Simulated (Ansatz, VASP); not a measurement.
## Li4Zr3O in VASP and in Ansatz

```
Li Zr O
1.0
     3.21093    0.00017    0.00027
    -1.60532    2.77984   -0.00076
     0.00145   -0.00429   17.68962
Li Zr O
4 3 1
Direct
  0.00044 0.99956 0.85306
  0.66609 0.33370 0.44311
  0.33147 0.66625 0.58197
  0.66578 0.33291 0.71514
  0.33407 0.66662 0.99581
  0.66749 0.33380 0.14932
  0.33387 0.66692 0.29381
  0.00078 0.00024 0.07479
```

Change from the starting cell: cell x1, atoms moved at random (sigma 0.15 Å) and cell strained at random (1.5 %), then relaxed without symmetry.

Alike in both runs: functional PBE; k mesh 6 × 6 × 2; occupations gaussian, width 0.2 eV; no spin polarisation.

Ansatz relaxed the structure, and its values are those at the end. VASP's run is a single point on that final structure, the one shown.

|  | VASP | Ansatz |
| --- | --- | --- |
| version | VASP 6.6.1 | Ansatz 0.2.0 |
| potentials or method | VASP PAW PBE potentials, release 64 (Li_sv, Zr_sv, O), cutoff 520 eV | scalar-relativistic, plane waves, PAW |
| valence electrons in the cell | 54 | 54 |

|  | VASP | Ansatz | Ansatz less VASP |
| --- | --- | --- | --- |
| gap on the k mesh at the Fermi level (eV) | none | none | - |
| rms of the force components (eV/Å) | 0.012 | 0.006 | -0.0061 |

A gap of «none» marks a metal or a gap that the smearing closes.

The k mesh is coarse, so the values compare programs but aren't converged. Noted on VASP's run: the cutoff is under 1.25 times that of the potentials, so the pressure is a little rough.
